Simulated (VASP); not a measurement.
The system is ScAu3.

```
Sc Au
1.0
     0.00000    3.31449    3.31449
     3.31449    0.00000    3.31449
     3.31449    3.31449    0.00000
Sc Au
1 3
Cartesian
  0.0000 0.0000 0.0000
  1.6572 1.6572 1.6572
  4.9717 4.9717 4.9717
  3.3145 3.3145 3.3145
```

* Program: VASP 6.6.1
* Task: relaxation of volume and atoms at fixed shape
* Functional: PBEsol
* Potentials or basis: VASP PAW PBE potentials, release 64 (Sc_sv, Au)
* Cutoff: 600 eV
* k mesh: 6 × 6 × 6
* Occupations: methfessel-paxton, width 0.1 eV
* Spin: no spin polarisation

At the start: pressure -4.0 GPa; volume 18.21 Å³/atom.

Task: Where does the relaxation end?

Result: Over 3 steps the energy falls by 7.4 meV/atom and the volume is 17.64 Å³/atom (-3.1 %); space group Fm-3m (No. 225, to 0.05 Å).

The path:
| step | energy change (eV) | largest force (eV/Å) | pressure (GPa) | volume (Å³) |
| --- | --- | --- | --- | --- |
| 1 | 0.0000 | 0.0000 | -4.05 | 72.82 |
| 2 | 0.0108 | 0.0000 | 5.49 | 68.08 |
| 3 | -0.0297 | 0.0000 | -0.02 | 70.56 |

Final structure:
```xyz
4
Lattice="0.0000 3.2798 3.2798 3.2798 0.0000 3.2798 3.2798 3.2798 0.0000" Properties=species:S:1:pos:R:3 pbc="T T T"
Sc    0.0000    0.0000    0.0000
Au    1.6399    1.6399    1.6399
Au    4.9198    4.9198    4.9198
Au    3.2798    3.2798    3.2798
```

Caveat: the PAW data sets were made with another functional, which shifts forces and pressure a little.
